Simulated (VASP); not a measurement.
A run of VASP 6.6.1 is set up as follows.

File INCAR:

```
SYSTEM = Ir3O
PREC = Accurate
ENCUT = 520
EDIFF = 1E-7
ISMEAR = 0
SIGMA = 0.1
LREAL = .False.
LASPH = .True.
NELM = 80
ALGO = Normal
ISIF = 2
LWAVE = .False.
LCHARG = .False.
LDIPOL = .True.
IDIPOL = 3
DIPOL = 0.5 0.5 0.359
GGA = PE
IBRION = 2
NSW = 36
EDIFFG = -0.025
```

File KPOINTS:

```
Automatic mesh
0
Gamma
  12 12 1
  0 0 0
```

POSCAR

```
Ir3O
1.0
    2.7367600872      0.0000000000      0.0000000000
   -1.3683800436      2.3701037596      0.0000000000
    0.0000000000      0.0000000000     19.8425800730
Ir O
3 1
Selective dynamics
Direct
    0.6666666667      0.3333333333      0.2015866881  F F F
    0.3333333333      0.6666666667      0.3110139949  F F F
    0.0000000000      0.0000000000      0.4204382718  F F F
    0.1666666667      0.3333333333      0.5032230444  F F T
```

Potentials or basis: VASP PAW PBE potentials, release 64 (Ir, O).

Command:

```console
$ cat potpaw_PBE.64/Ir/POTCAR potpaw_PBE.64/O/POTCAR > POTCAR
$ mpirun -np 1 vasp_std > vasp.out
```

(1) What does it give for the band gap on the k mesh?

## Answers

(1) zero (an odd number of electrons rules out a gap without spin polarisation).

Caveat: the relaxation stopped at its first step, so nothing moved; the highest band is partly filled, so the run has too few bands; spin-orbit coupling is left out, which moves the levels of the heavy elements; an odd number of electrons without spin polarisation forces a metal; a magnetic or distorted state may lie lower.
